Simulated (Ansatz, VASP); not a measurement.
Cd2InGaO4: VASP beside Ansatz

```xyz
8
Lattice="4.1929 0.0000 0.0000 0.0000 4.1929 0.0000 0.0000 0.0000 6.3688" Properties=species:S:1:pos:R:3 pbc="T T T"
Cd    2.0965    2.0965    1.6413
Cd    2.0965    2.0965    4.7275
In    0.0000    0.0000    0.0000
Ga    0.0000    0.0000    3.1844
O     2.0965    0.0000    0.0000
O     0.0000    2.0965    0.0000
O     2.0965    0.0000    3.1844
O     0.0000    2.0965    3.1844
```

Alike in both runs: functional PBE; k mesh 8 × 8 × 8; occupations gaussian, width 0.1 eV; no spin polarisation.

Ansatz relaxed the structure, and its values are those at the end. VASP's run is a single point on that final structure, the one shown.

```csv
,VASP,Ansatz
version,VASP 6.6.1,Ansatz 0.2.0
potentials or method,"VASP PAW PBE potentials, release 64 (Cd, In_d, Ga_d, O), cutoff 520 eV","scalar-relativistic, plane waves, PAW"
valence electrons in the cell,74,90
```

|  | VASP | Ansatz | Ansatz less VASP |
| --- | --- | --- | --- |
| gap on the k mesh at the Fermi level (eV) | none | none | - |
| pressure (GPa) | 0.6 | 0.0 | -0.55 |

A gap of «none» marks a metal or a gap that the smearing closes. With one functional, cell and mesh, what is left measures potentials, basis and numerics. VASP's potentials hold 74 valence electrons a cell and Ansatz's 90, so a difference there can come from the potentials and not from the codes.
